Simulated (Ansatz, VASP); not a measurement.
# Sc4Ta: VASP beside Ansatz

```
CELL_PARAMETERS angstrom
4.86787 0.00000 0.00000
0.00000 4.86787 0.00000
0.00000 0.00000 4.86787
ATOMIC_POSITIONS crystal
Sc 0.00000 0.50000 0.50000
Sc 0.50000 0.00000 0.50000
Sc 0.50000 0.50000 0.00000
Sc 0.50000 0.50000 0.50000
Ta 0.00000 0.00000 0.00000
```

Alike in both runs: task relaxation of cell and atoms; functional PBE; k mesh 8 × 8 × 8; occupations gaussian, width 0.1 eV; no spin polarisation.

|  | VASP | Ansatz |
| --- | --- | --- |
| version | VASP 6.6.1 | Ansatz 0.2.0 |
| potentials or method | VASP PAW PBE potentials, release 64 (Sc_sv, Ta_pv), cutoff 600 eV | scalar-relativistic, plane waves, PAW |
| valence electrons in the cell | 55 | 57 |

Ansatz gave:

| Quantity | Value |
| --- | --- |
| gap on the k mesh at the Fermi level, each at its own relaxed structure (eV) | none |
| relaxed volume (Å³/atom) | 23.21 |
| relaxed cell length with the largest relative difference (Å) | 4.878 |

What did VASP give for the same quantities?

gap on the k mesh at the Fermi level, each at its own relaxed structure (eV): none; relaxed volume (Å³/atom): 23.35; relaxed cell length with the largest relative difference (Å): 4.888.

A gap of «none» marks a metal or a gap that the smearing closes. VASP's potentials hold 55 valence electrons a cell and Ansatz's 57, so a difference there can come from the potentials and not from the codes.

Neither program's run includes spin-orbit coupling.
